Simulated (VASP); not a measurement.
Wanted: the native input for a VASP 6.6.1 run.

| Item | Value |
| --- | --- |
| Task | single point |
| Functional | LDA |
| Potentials or basis | VASP PAW LDA potentials, release 64 (O, H, S) |
| Cutoff | 520 eV |
| k mesh | 1 × 1 × 1 |
| Occupations | fermi-dirac, width 0.05 eV |
| Spin | no spin polarisation |
| Dipole correction | no |
| Further INCAR settings | LREAL = Auto; ALGO = Normal; EDIFF = 1e-06; NBANDS = 66 |

The structure of H22SO10 lies in POSCAR:

```
H22SO10
1.0
    7.1137870000      0.0000000000      0.0000000000
    0.0000000000      7.1137870000      0.0000000000
    0.0000000000      0.0000000000      7.1137870000
O H S
10 22 1
Direct
    0.6827165334      0.3693532010      0.4039901673
   -0.0594619996      0.1347945897      0.2406032118
    0.3531452376      0.5719878877      0.1501450634
    0.2127418209      0.4139005005      0.8397636870
    0.9785364673      0.6494290594      1.0036988738
    0.0583795944      0.7424034484      0.5490324633
    0.5281715632     -0.0718745163      0.5529544250
    0.4381632455      0.5582539933      0.6179690227
    0.2226099826      0.1296496507      0.5064672305
    0.6713161358      0.7552095670      0.2287810979
    0.6622914068      0.4682316184      0.3133773896
    0.7628707466      0.2785998512      0.3346459488
   -0.1070315993      0.1983191231      0.1201750910
   -0.1421043391      0.0183446595      0.2459730661
    0.3257055630      0.5428051191      0.0215356462
    0.2478567323      0.5106141075      0.2183225334
    0.1582420165      0.3200405073      0.7552798531
    0.3114515518      0.4697216827      0.7358387312
    1.0750111017      0.7346719827      1.0216921030
    1.0328535279      0.5309689480      0.9443493318
   -0.0345245085      0.7027621153      0.4521642270
    0.1637383858      0.6731295160      0.4895704637
    0.6142860336     -0.0845962917      0.4408200583
    0.4390488498      0.0232365687      0.5067624319
    0.4783809243      0.6937092719      0.6077494308
    0.5239403429      0.4755132533      0.5454619319
    0.1550369726      0.1341760725      0.3893987830
    0.1763477034      0.0201580396      0.5781449459
    0.5541774023      0.6810296682      0.1959575118
    0.7768998425      0.6968440298      0.1553743456
    0.5948167973      0.0228148523      0.9014045543
    0.4379664446      0.2582590679      0.9523619417
    0.5569888443      0.1487252851      1.0496237799
```

These files were run (other wordings do the same):

INCAR

```
SYSTEM = H22SO10
  ALGO = Normal
  EDIFF = 1E-6
  ENCUT = 520
  GGA = CA
  GGA_COMPAT = .False.
  ISIF = 2
  ISMEAR = -1
  LASPH = .True.
  LCHARG = .True.
  LELF = .True.
  LREAL = Auto
  LVHAR = .True.
  LWAVE = .False.
  NBANDS = 66
  NELM = 120
  PREC = Accurate
  SIGMA = 0.05
```

KPOINTS

```
k-points
0
Gamma
  1 1 1
  0 0 0
```

Potentials or basis: VASP PAW LDA potentials, release 64 (O, H, S).

Launch:

```sh
$ cat potpaw_LDA.64/O/POTCAR potpaw_LDA.64/H/POTCAR potpaw_LDA.64/S/POTCAR > POTCAR
$ mpirun -np 1 vasp_gam > vasp.out
```

It gave:

```yaml
Pressure: -1.1 GPa
Largest_force: 3.799 eV/Å
Band_gap_on_the_k_mesh: 3.44 eV
```

Caveat: the k points lie up to 0.88 Å⁻¹ apart.

It took 23 s on 1 thread of AMD EPYC 9R45 96-Core Processor (Zen 5), with other jobs on the host, peak memory 0.25 GiB.
